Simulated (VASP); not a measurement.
Set up this calculation in VASP 6.6.1, as the native input.

```yaml
Task: single point
Functional: PBE
Potentials_or_basis: VASP PAW PBE potentials, release 64 (B, P)
Cutoff: 500 eV
k_mesh: 5 × 5 × 5
Occupations: gaussian, width 0.01 eV
Spin: no spin polarisation
Dipole_correction: no
Further_INCAR_settings: ALGO = Normal; EDIFF = 1e-06; NBANDS = 11
```

The structure of BP lies in POSCAR:

```
BP
1.0
    0.0000000000      2.2690000000      2.2690000000
    2.2690000000      0.0000000000      2.2690000000
    2.2690000000      2.2690000000      0.0000000000
B P
1 1
Direct
    0.0000000000      0.0000000000      0.0000000000
    0.2500000000      0.2500000000      0.2500000000
```

The input as run:

INCAR

```
ALGO = Normal ; EDIFF = 1E-6
ENCUT = 500 ; GGA = PE
GGA_COMPAT = False ; ISIF = 2
ISMEAR = 0 ; LASPH = True
LCHARG = False ; LREAL = False
LWAVE = False ; NBANDS = 11
NELM = 120 ; PREC = Accurate
SIGMA = 0.01
```

KPOINTS

```
k-points
0
Gamma
  5 5 5
```

Potentials or basis: VASP PAW PBE potentials, release 64 (B, P).

The run is started by

```sh
$ cat potpaw_PBE.64/B/POTCAR potpaw_PBE.64/P/POTCAR > POTCAR
$ mpirun -np 1 vasp_std > vasp.out
```

Results of the run:

The pressure is 1.3 GPa. The band gap on the k mesh is 1.23 eV, indirect (least direct gap 3.39 eV).

Caveat: the k points lie up to 0.48 Å⁻¹ apart.

It took 3.1 s on 1 thread of Intel(R) Xeon(R) 6975P-C (Granite Rapids) (shared host), peak memory 0.13 GiB.
